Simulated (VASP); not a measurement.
# Al2H: single point with PBE

The system is Al2H.

```
Al H
1.0
    -3.75817    0.00000    0.00000
    -1.87908   -1.87908    3.98065
    -1.87908    5.63725    3.98065
Al H
4 2
Direct
  0.21498 0.17753 0.39251
  0.21498 0.67753 0.89251
  0.78502 0.32247 0.10749
  0.78502 0.82247 0.60749
  0.00000 0.00000 0.00000
  0.00000 0.50000 0.50000
```

```
Program             : VASP 6.6.1
Task                : single point
Functional          : PBE
Potentials or basis : VASP PAW PBE potentials, release 64 (Al, H)
Cutoff              : 520 eV
k mesh              : 8 × 8 × 8
Occupations         : gaussian, width 0.1 eV
Spin                : no spin polarisation
```

| Quantity | Value |
| --- | --- |
| Pressure | -0.1 GPa |
| Largest force | 0.011 eV/Å |
| Band gap on the k mesh | zero (bands 7 and 8 overlap by 2.99 eV) |

Forces on the atoms (eV/Å):
```
Al   0.000  0.000  0.011
Al   0.000  0.000  0.011
Al   0.000  0.000 -0.011
Al   0.000  0.000 -0.011
H    0.000  0.000  0.000
H    0.000  0.000  0.000
```

Stress tensor (GPa, compression positive):
```
 0.33  0.00  0.00
 0.00 -0.39  0.00
 0.00  0.00 -0.28
```

Levels at points of the mesh, in eV from the Fermi level:
| k point | band 4 | band 5 | band 6 | band 7 | band 8 | band 9 | band 10 | band 11 |
| --- | --- | --- | --- | --- | --- | --- | --- | --- |
| (0.00, 0.00, 0.00) | -3.09 | -3.06 | 0.51 | 0.81 | 1.38 | 1.38 | 3.14 | 3.45 |
| (0.50, 0.00, 0.00) | -3.15 | -3.06 | -2.61 | -2.39 | -1.52 | 0.81 | 2.13 | 3.14 |
| (0.00, 0.50, 0.00) | -5.87 | -2.34 | -2.34 | 1.34 | 1.34 | 1.98 | 1.98 | 4.42 |
| (0.50, 0.50, 0.00) | -4.61 | -3.13 | -3.13 | 0.10 | 0.10 | 0.39 | 0.39 | 2.09 |
| (0.00, 0.00, 0.50) | -3.81 | -1.77 | -1.77 | 1.03 | 1.03 | 1.82 | 1.82 | 4.06 |
| (0.00, 0.50, 0.50) | -5.41 | -3.06 | 0.68 | 0.68 | 0.81 | 0.97 | 3.14 | 3.18 |

It took 3.5 min on 1 thread of Intel Xeon 8259CL, with other jobs on the host, peak memory 0.36 GiB.
